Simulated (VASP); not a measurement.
Set up this calculation in VASP 6.6.1, as the native input.

```yaml
Task: electric field gradients
Functional: PBEsol
Potentials_or_basis: VASP PAW PBE potentials, release 64 (Si, C)
Cutoff: 520 eV
k_mesh: 15 × 15 × 8
Occupations: fermi-dirac, width 0.08 eV
Spin: no spin polarisation
Dipole_correction: no
Further_INCAR_settings: ALGO = Normal; EDIFF = 1e-08; NBANDS = 16
```

The structure of SiC lies in POSCAR:

```
SiC
1.0
    3.0657105101      0.0000000000      0.0000000000
   -1.5328552551      2.6549831825      0.0000000000
    0.0000000000      0.0000000000      5.0311169308
Si C
2 2
Direct
    0.3333333333      0.6666666667      0.0000000000
    0.6666666667      0.3333333333      0.5000000000
    0.3333333333      0.6666666667      0.3850000000
    0.6666666667      0.3333333333      0.8850000000
```

This cell differs from its parent crystal: volume scaled by 0.99.

These files were run (other wordings do the same):

INCAR

```
SYSTEM = SiC
PREC = Accurate ; ENCUT = 520
EDIFF = 1E-8 ; ISMEAR = -1
SIGMA = 0.08 ; LREAL = .False.
LASPH = .True. ; NELM = 80
ALGO = Normal ; ISIF = 2
LWAVE = .False. ; LCHARG = .False.
GGA = PS ; LEFG = .True.
NBANDS = 16
```

KPOINTS

```
regular mesh
0
Gamma
  15 15 8
  0 0 0
```

Potentials or basis: VASP PAW PBE potentials, release 64 (Si, C).

Run with:

```sh
$ cat potpaw_PBE.64/Si/POTCAR potpaw_PBE.64/C/POTCAR > POTCAR
$ mpirun -np 1 vasp_std > vasp.out
```

It gave:

```
Pressure               : 2.9 GPa
Largest force          : 0.767 eV/Å
Band gap on the k mesh : 2.14 eV, indirect (least direct gap 3.99 eV)
```

Caveat: without QUAD_EFG the Cq values of the log hold for a quadrupole moment of 1 mb, not for the nuclei; the PAW data sets were made with another functional, which shifts forces and pressure a little.

Wall time 28 s on 1 thread of Intel(R) Xeon(R) 6975P-C (Granite Rapids), on a shared host, peak memory 0.2 GiB.
